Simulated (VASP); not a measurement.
A run of VASP 6.6.1:

INCAR

```
ALGO = Normal
EDIFF = 1E-7
ENCUT = 520
GGA = PS
ISIF = 2
ISMEAR = 0
LASPH = T
LCHARG = T
LELF = T
LREAL = F
LVHAR = T
LWAVE = F
NBANDS = 22
NELM = 60
PREC = Accurate
SIGMA = 0.05
```

KPOINTS

```
k-points
0
Gamma
  4 4 2
```

POSCAR

```
F
1.0
    3.2389009936     -1.8615074069     -0.2498119861
    3.2389009936      1.8615074069     -0.2498119861
   -2.4354061261      0.0000000000      7.4548272690
F
4
Direct
    0.0848459664      0.0848459664      0.1099880702
    0.9151540336      0.9151540336      0.8900119298
    0.5015719855      0.5015719855      0.5937195244
    0.4984280145      0.4984280145      0.4062804756
```

Potentials or basis: VASP PAW PBE potentials, release 64 (F).

Command:

```console
$ cat potpaw_PBE.64/F/POTCAR > POTCAR
$ mpirun -np 1 vasp_std > vasp.out
```

Hardware: 1 thread of Intel Xeon 8259CL, with other jobs on the host.

Problem. Estimate the wall time of this run.

Solution. Run time: 64 s on 1 thread of Intel Xeon 8259CL, with other jobs on the host, peak memory 0.19 GiB. Counts: scf iterations 15, k points 14.
